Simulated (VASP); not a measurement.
A run of VASP 6.6.1 is set up as follows.

File INCAR:

```
SYSTEM = TaN
PREC = Accurate ; ENCUT = 520
EDIFF = 1E-6 ; ISMEAR = 0
SIGMA = 0.15 ; LREAL = .False.
LASPH = .True. ; NELM = 60
ALGO = Normal ; ISIF = 2
LWAVE = .False. ; LCHARG = .False.
GGA = PS ; NBANDS = 15
```

The input KPOINTS:

```
regular mesh
0
Gamma
  20 20 20
  0 0 0
```

The input POSCAR:

```
TaN
1.0
   -0.2555283789      2.0479125363      2.0479125363
    2.0479125363     -0.2555283789      2.0479125363
    2.0479125363      2.0479125363     -0.2555283789
Ta N
1 1
Direct
    0.5000000000      0.5000000000      0.5000000000
    0.0000000000      0.0000000000      0.0000000000
```

Potentials or basis: VASP PAW PBE potentials, release 64 (Ta_pv, N).

Run with:

```console
$ cat potpaw_PBE.64/Ta_pv/POTCAR potpaw_PBE.64/N/POTCAR > POTCAR
$ mpirun -np 1 vasp_std > vasp.out
```

(1) Estimate the pressure.

(2) Predict the band gap on the k mesh.

Answers

(1) 12.2 GPa.

(2) zero (bands 8 and 9 overlap by 6.03 eV).

Caveat: the cell stands under pressure; the PAW data sets were made with another functional, which shifts forces and pressure a little; spin-orbit coupling is left out, which moves the levels of the heavy elements.
